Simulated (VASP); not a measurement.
Write the native input for VASP 6.6.1 that does the following.

```yaml
Task: single point
Functional: PBE
Potentials_or_basis: VASP PAW PBE potentials, release 64 (Bi_d)
Cutoff: 520 eV
k_mesh: 6 × 6 × 6
Occupations: gaussian, width 0.1 eV
Spin: no spin polarisation
Dipole_correction: no
Further_INCAR_settings: ALGO = Normal; EDIFF = 1e-06; NBANDS = 30
```

The structure of Bi lies in POSCAR:

```
Bi
1.0
    1.7567983743      1.0142880143      8.8691293831
   -1.7567983743      1.0142880143      8.8691293831
    0.0000000000     -2.0285760286      8.8691293831
Bi
3
Direct
    0.0000000000      0.0000000000      0.0000000000
    0.2210328028      0.2210328028      0.2210328028
    0.7789671972      0.7789671972      0.7789671972
```

These files were run (other wordings do the same):

INCAR

```
PREC = Accurate ; ENCUT = 520
EDIFF = 1E-6 ; ISMEAR = 0
SIGMA = 0.1 ; LREAL = F
LASPH = T ; NELM = 60
ALGO = Normal ; ISIF = 2
LWAVE = F ; LCHARG = F
GGA = PE ; NBANDS = 30
```

KPOINTS

```
Automatic mesh
0
Gamma
  6 6 6
```

Potentials or basis: VASP PAW PBE potentials, release 64 (Bi_d).

The run is started by

```console
$ cat potpaw_PBE.64/Bi_d/POTCAR > POTCAR
$ mpirun -np 1 vasp_std > vasp.out
```

Results of the run:

* Pressure: -0.3 GPa
* Largest force: 0.025 eV/Å
* Band gap on the k mesh: zero (an odd number of electrons rules out a gap without spin polarisation)

Caveat: spin-orbit coupling is left out, which moves the levels of the heavy elements.

It took 7 min on 1 thread of Intel(R) Xeon(R) Platinum 8488C (Sapphire Rapids) (shared host), peak memory 0.64 GiB.
